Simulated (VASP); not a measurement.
# BiTe (Fm-3m) in VASP: a series of runs, part 2 of 3

VASP 6.6.1. Earlier steps stand in the parts before.

### 3 Single point, r2SCAN

This run uses another cell than the first one, of 33.80 Å³/atom.

File POSCAR:

```
BiTe
1.0
    3.2332740928      3.2332740928      0.0000000000
   -3.2332740928      3.2332740928      0.0000000000
    0.0000000000      0.0000000000      6.4665481856
Bi Te
2 2
Direct
    0.0000000000      0.0000000000      0.0000000000
    0.5000000000      0.5000000000      0.5000000000
    0.5000000000      0.5000000000      0.0000000000
    0.0000000000      0.0000000000      0.5000000000
```

File INCAR.step1:

```
SYSTEM = BiTe
  ALGO = Normal
  EDIFF = 1E-4
  ENCUT = 520
  GGA = PE
  ISMEAR = 0
  LASPH = .TRUE.
  LCHARG = .FALSE.
  LREAL = .FALSE.
  LWAVE = .TRUE.
  NBANDS = 29
  NELM = 60
  PREC = Accurate
  SIGMA = 0.1
```

File INCAR.step2:

```
SYSTEM = BiTe
  ALGO = Normal
  EDIFF = 1E-6
  ENCUT = 520
  ISIF = 2
  ISMEAR = 0
  ISTART = 1
  LASPH = .TRUE.
  LCHARG = .FALSE.
  LMIXTAU = .TRUE.
  LREAL = .FALSE.
  LWAVE = .FALSE.
  METAGGA = R2SCAN
  NBANDS = 29
  NELM = 60
  PREC = Accurate
  SIGMA = 0.1
```

File KPOINTS:

```
k-points
0
G
  10 10 8
  0 0 0
```

Potentials or basis: VASP PAW PBE potentials, release 64 (Bi_d, Te).

Run with:

```bash
$ cat potpaw_PBE.64/Bi_d/POTCAR potpaw_PBE.64/Te/POTCAR > POTCAR
$ cp INCAR.step1 INCAR
$ mpirun -np 1 vasp_std > vasp.out
$ cp INCAR.step2 INCAR
$ mpirun -np 1 vasp_std > vasp.out
```

Wall time 6.6 min (1 thread of Intel Xeon 6975P-C (Granite Rapids), shared host); peak memory 0.51 GiB.

It converged, with:

```yaml
Free_energy: -168.0700 eV
Pressure: 0.0 GPa
Band_gap_on_the_k_mesh: zero (bands 21 and 22 overlap by 3.47 eV)
```

Levels at points of the mesh, in eV from the Fermi level:
```tsv
k point	band 18	band 19	band 20	band 21	band 22	band 23	band 24	band 25
(0.00, 0.00, 0.00)	-2.83	-2.83	-2.83	2.22	2.22	2.22	2.47	3.75
(0.50, 0.00, 0.00)	-2.42	-2.20	-2.20	-0.19	-0.19	0.03	0.03	3.35
(0.50, 0.50, 0.00)	-4.34	-4.33	-4.33	2.48	2.48	3.75	3.75	3.75
(0.00, 0.00, 0.50)	-3.68	-2.93	-2.93	0.82	0.82	2.82	2.82	2.82
(0.50, 0.00, 0.50)	-2.14	-1.67	-1.67	-0.72	-0.72	-0.72	-0.72	-0.72
(0.50, 0.50, 0.50)	-5.30	-1.75	-1.75	-0.28	-0.28	4.16	4.16	4.16
```

Caveat: the PAW data sets were made with another functional, which shifts forces and pressure a little; spin-orbit coupling is left out, which moves the levels of the heavy elements.

### 4 Relaxation of cell and atoms, r2SCAN, target pressure 4 GPa, at which the enthalpy is minimised

This run uses another cell than the first one: it holds 2 atoms, not 4.

File POSCAR:

```
BiTe
1.0
    0.0000000000      3.1600384711      3.1600384711
    3.1600384711      0.0000000000      3.1600384711
    3.1600384711      3.1600384711      0.0000000000
Bi Te
1 1
Direct
    0.0000000000      0.0000000000      0.0000000000
    0.5000000000      0.5000000000      0.5000000000
```

File INCAR.step1:

```
  PREC = Accurate
  ENCUT = 600
  ISMEAR = 0
  SIGMA = 0.1
  LREAL = F
  LASPH = T
  NELM = 60
  GGA = PE
  ALGO = Normal
  EDIFF = 1E-4
  LWAVE = T
  LCHARG = F
```

File INCAR.step2:

```
  PREC = Accurate
  ENCUT = 600
  EDIFF = 1E-6
  ISMEAR = 0
  SIGMA = 0.1
  LREAL = F
  LASPH = T
  NELM = 60
  ALGO = Normal
  ISIF = 3
  LWAVE = F
  LCHARG = F
  METAGGA = R2SCAN
  LMIXTAU = T
  IBRION = 2
  NSW = 70
  EDIFFG = -0.008
  PSTRESS = 40.0
  ISTART = 1
```

File KPOINTS:

```
regular mesh
0
Gamma
  12 12 12
```

Run with:

```bash
$ cat potpaw_PBE.64/Bi_d/POTCAR potpaw_PBE.64/Te/POTCAR > POTCAR
$ cp INCAR.step1 INCAR
$ mpirun -np 1 vasp_std > vasp.out
$ cp INCAR.step2 INCAR
$ mpirun -np 1 vasp_std > vasp.out
```

It took 14 min on 1 thread of AMD EPYC 9755, shared host; peak memory 0.24 GiB.

It converged, with:

| Item | Value |
| --- | --- |
| Free energy | -83.9804 eV |
| Relaxed volume | 31.63 Å³/atom |
| Relaxed cell | a = 4.472 Å, b = 4.472 Å, c = 4.472 Å, α = 60.00°, β = 60.00°, γ = 60.00° |
| Space group after relaxing (to 0.1 Å) | Fm-3m (No. 225) |
| Energy change on relaxing (the run minimises the enthalpy) | -1.8 meV/atom |
| Ionic steps | 3 |
| Pressure after relaxing | 4.0 GPa |
| Band gap on the k mesh | zero (an odd number of electrons rules out a gap without spin polarisation) |

The path:
```csv
step,energy change (eV),largest force (eV/Å),pressure (GPa),volume (Å³)
1,0.0000,0.0000,4.16,63.11
2,-0.0074,0.0000,3.83,63.41
3,-0.0036,0.0000,4.00,63.25
```

Final structure:
```
Bi Te
1.0
     0.00000    3.16243    3.16243
     3.16243    0.00000    3.16243
     3.16243    3.16243    0.00000
Bi Te
1 1
Direct
  0.00000 0.00000 0.00000
  0.50000 0.50000 0.50000
```

Levels at points of the mesh, in eV from the Fermi level:
| k point | band 8 | band 9 | band 10 | band 11 | band 12 | band 13 |
| --- | --- | --- | --- | --- | --- | --- |
| (0.00, 0.00, 0.00) | -3.02 | -3.02 | -3.02 | 2.38 | 2.38 | 2.38 |
| (0.50, 0.00, 0.00) | -2.28 | -2.28 | -1.61 | -0.82 | -0.82 | -0.73 |
| (0.50, 0.50, 0.00) | -6.48 | -4.66 | -4.66 | 2.23 | 4.10 | 4.10 |

Caveat: the cell is relaxed towards a set pressure, so the run minimises the enthalpy, not the energy; the PAW data sets were made with another functional, which shifts forces and pressure a little; spin-orbit coupling is left out, which moves the levels of the heavy elements; an odd number of electrons without spin polarisation forces a metal; a magnetic or distorted state may lie lower.

### 5 Relaxation of cell and atoms, r2SCAN, target pressure 1 GPa, at which the enthalpy is minimised

This run uses another cell than the first one: it holds 2 atoms, not 4.

File POSCAR:

```
BiTe
1.0
    0.0000000000      3.2230160972      3.2230160972
    3.2230160972      0.0000000000      3.2230160972
    3.2230160972      3.2230160972      0.0000000000
Bi Te
1 1
Direct
    0.0000000000      0.0000000000      0.0000000000
    0.5000000000      0.5000000000      0.5000000000
```

File INCAR.step1:

```
SYSTEM = BiTe
PREC = Accurate ; ENCUT = 600
ISMEAR = 0 ; SIGMA = 0.1
LREAL = .False. ; LASPH = .True.
NELM = 80 ; GGA = PE
ALGO = Normal ; EDIFF = 1E-4
LWAVE = .True. ; LCHARG = .False.
```

File INCAR.step2:

```
SYSTEM = BiTe
PREC = Accurate ; ENCUT = 600
EDIFF = 1E-6 ; ISMEAR = 0
SIGMA = 0.1 ; LREAL = .False.
LASPH = .True. ; NELM = 80
ALGO = Normal ; ISIF = 3
LWAVE = .False. ; LCHARG = .False.
METAGGA = R2SCAN ; LMIXTAU = .True.
IBRION = 2 ; NSW = 70
EDIFFG = -0.008 ; PSTRESS = 10.0
ISTART = 1
```

File KPOINTS:

```
regular mesh
0
Gamma
  12 12 12
  0 0 0
```

Potentials or basis: VASP PAW PBE potentials, release 64 (Bi_d, Te).

Run with:

```bash
$ cat potpaw_PBE.64/Bi_d/POTCAR potpaw_PBE.64/Te/POTCAR > POTCAR
$ cp INCAR.step1 INCAR
$ mpirun -np 1 vasp_std > vasp.out
$ cp INCAR.step2 INCAR
$ mpirun -np 1 vasp_std > vasp.out
```

OUTCAR:

```text
SYSTEM = BiTe
   PREC = Accurate
   ENCUT = 600
   EDIFF = 1E-6
   ISMEAR = 0
   LREAL = .False.
   LASPH = .True.
   NELM = 80
   ISIF = 3
   METAGGA = R2SCAN
   IBRION = 2
   NSW = 70
   EDIFFG = -0.008
   PSTRESS = 10.0
   ISTART = 1

 ion  position               nearest neighbor table
   1  0.000  0.000  0.000-   2 3.22   2 3.22   2 3.22   2 3.22   2 3.22   2 3.22
   2  0.500  0.500  0.500-   1 3.22   1 3.22   1 3.22   1 3.22   1 3.22   1 3.22

  LATTYP: Found a face centered cubic cell.
 ALAT       =     6.4460321944

  Lattice vectors:

 A1 = (   0.0000000000,   3.2230160972,   3.2230160972)
 A2 = (   3.2230160972,   0.0000000000,   3.2230160972)
 A3 = (   3.2230160972,   3.2230160972,   0.0000000000)

Analysis of symmetry for initial positions (statically):
=====================================================================
 Subroutine PRICEL returns:
[... 271 lines left out ...]
      5     -17.0635      2.00000
      6      -7.4607      2.00000
      7      -1.3876      2.00000
      8       3.9822      2.00000
      9       3.9822      2.00000
     10       3.9822      2.00000
     11       9.1299      0.00000
     12       9.1299      0.00000
     13       9.1299      0.00000
     14      11.8136      0.00000
[... 377 lines left out ...]
      1     -17.0783      2.00000
      2     -17.0746      2.00000
      3     -17.0603      2.00000
      4     -17.0568      2.00000
      5     -17.0554      2.00000
      6      -5.2956      2.00000
      7      -4.7531      2.00000
      8       2.6906      2.00000
      9       4.0408      2.00000
     10       4.2794      2.00000
     11       6.9903      0.04894
     12       7.1548      0.00002
     13       8.9016      0.00000
     14      13.3949      0.00000

 [... further k-points ...]

------------------------ aborting loop because EDIFF is reached ----------------------------------------

  FORCE on cell =-STRESS in cart. coord.  units (eV):
  Direction    XX          YY          ZZ          XY          YZ          ZX
  --------------------------------------------------------------------------------------
  -------------------------------------------------------------------------------------
  Total        0.4160696      0.4160696      0.4160696     -0.0000000     -0.0000000      0.0000000
  in kB       10.0434203     10.0434203     10.0434203     -0.0000000     -0.0000000      0.0000000
  external PRESSURE =       0.0434203 kB  Pullay stress =      10.0000000 kB
[... 21 lines left out ...]
  energy  without entropy=      -84.0230454124  energy(sigma->0) =      -84.02566661

  enthalpy is  TOTEN    =       -83.6140169602 eV   P V=        0.4142708423

 reached required accuracy - stopping structural energy minimisation
```

OUTCAR.step1:

```text
SYSTEM = BiTe
   PREC = Accurate
   ENCUT = 600
   ISMEAR = 0
   LREAL = .False.
   LASPH = .True.
[... 629 lines left out ...]
      0.00000      0.00000      0.00000         0.000000      0.000000      0.000000
      3.22302      3.22302      3.22302         0.000000      0.000000     -0.000000
 -----------------------------------------------------------------------------------
    total drift:                               -0.000000      0.000000      0.000000

  FREE ENERGIE OF THE ION-ELECTRON SYSTEM (eV)
  ---------------------------------------------------
  free  energy   TOTEN  =        -7.1726492606 eV

  energy  without entropy=       -7.1666301969  energy(sigma->0) =       -7.16963973
```

OSZICAR.step1:

```text
N       E                     dE             d eps       ncg     rms          rms(c)
DAV:   1     0.164484107507E+03    0.16448E+03   -0.10931E+04  2016   0.162E+03
DAV:   2     0.486949216571E+01   -0.15961E+03   -0.15762E+03  2136   0.380E+02
DAV:   3    -0.688843192570E+01   -0.11758E+02   -0.11536E+02  2646   0.107E+02
DAV:   4    -0.718291994624E+01   -0.29449E+00   -0.29370E+00  2282   0.189E+01
DAV:   5    -0.719348971330E+01   -0.10570E-01   -0.10570E-01  2876   0.336E+00    0.657E+00
DAV:   6    -0.716862735333E+01    0.24862E-01   -0.95211E-02  2598   0.232E+00    0.409E+00
DAV:   7    -0.717289400953E+01   -0.42667E-02   -0.29539E-02  2472   0.113E+00    0.445E-01
DAV:   8    -0.717250051023E+01    0.39350E-03   -0.50193E-03  2358   0.595E-01    0.133E-01
DAV:   9    -0.717264939826E+01   -0.14889E-03   -0.47267E-04  2136   0.173E-01    0.464E-02
DAV:  10    -0.717264926063E+01    0.13763E-06   -0.90655E-06  1104   0.275E-02
   1 F= -.71726493E+01 E0= -.71696397E+01  d E =-.601906E-02
```

It took 15 min on 1 thread of AMD EPYC 9755, shared host; peak memory 0.26 GiB.

What came out:

- Free energy: -84.0283 eV
- Relaxed volume: 33.19 Å³/atom
- Relaxed cell: a = 4.545 Å, b = 4.545 Å, c = 4.545 Å, α = 60.00°, β = 60.00°, γ = 60.00°
- Space group after relaxing (to 0.1 Å): Fm-3m (No. 225)
- Energy change on relaxing (the run minimises the enthalpy): +1.4 meV/atom
- Ionic steps: 3
- Pressure after relaxing: 1.0 GPa
- Band gap on the k mesh: zero (an odd number of electrons rules out a gap without spin polarisation)

Step by step:
```csv
step,energy change (eV),largest force (eV/Å),pressure (GPa),volume (Å³)
1,0.0000,0.0000,0.52,66.96
2,0.0055,0.0000,1.33,65.99
3,0.0028,0.0000,1.00,66.37
```

Final structure:
```
Bi Te
1.0
     0.00000    3.21357    3.21357
     3.21357    0.00000    3.21357
     3.21357    3.21357    0.00000
Bi Te
1 1
Direct
  0.00000 0.00000 0.00000
  0.50000 0.50000 0.50000
```

Caveat: the cell is relaxed towards a set pressure, so the run minimises the enthalpy, not the energy; the PAW data sets were made with another functional, which shifts forces and pressure a little; spin-orbit coupling is left out, which moves the levels of the heavy elements; an odd number of electrons without spin polarisation forces a metal; a magnetic or distorted state may lie lower.

(Continued in part 3 of 3.)
